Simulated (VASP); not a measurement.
Ge, 2 atoms in the cell. Symmetry: I4_1/amd, No. 141, tetragonal system. Conventional cell: a = 4.055 Å, b = 4.055 Å, c = 5.506 Å, α = 90.00°, β = 90.00°, γ = 90.00°. Within 3.2 Å of Ge (site symmetry -4m2) lie 4 Ge at 2.45 Å.  This cell differs from its parent crystal: ratio of the length along z to the lengths across it x 0.96, volume and fractional coordinates fixed.

| Quantity | Value |
| --- | --- |
| Program | VASP 6.6.1 |
| Task | single point |
| Functional | PBE |
| Potentials or basis | VASP PAW PBE potentials, release 64 (Ge_d) |
| Cutoff | 520 eV |
| k mesh | 16 × 16 × 16 |
| Occupations | gaussian, width 0.15 eV |
| Spin | no spin polarisation |
| Dipole correction | no |
| Further INCAR settings | ALGO = Normal; EDIFF = 1e-06; NBANDS = 21 |

Potentials or basis: VASP PAW PBE potentials, release 64 (Ge_d).

Command:

```console
$ cat potpaw_PBE.64/Ge_d/POTCAR > POTCAR
$ mpirun -np 1 vasp_std > vasp.out
```

Hardware: 1 thread of Intel(R) Xeon(R) Platinum 8488C (Sapphire Rapids), with other jobs on the host.

**Question.** How long does it take, and how much memory?

**Answer.** Run time: 3.4 min on 1 thread of Intel(R) Xeon(R) Platinum 8488C (Sapphire Rapids), with other jobs on the host, peak memory 0.36 GiB. Counts: scf iterations 12, k points 349.
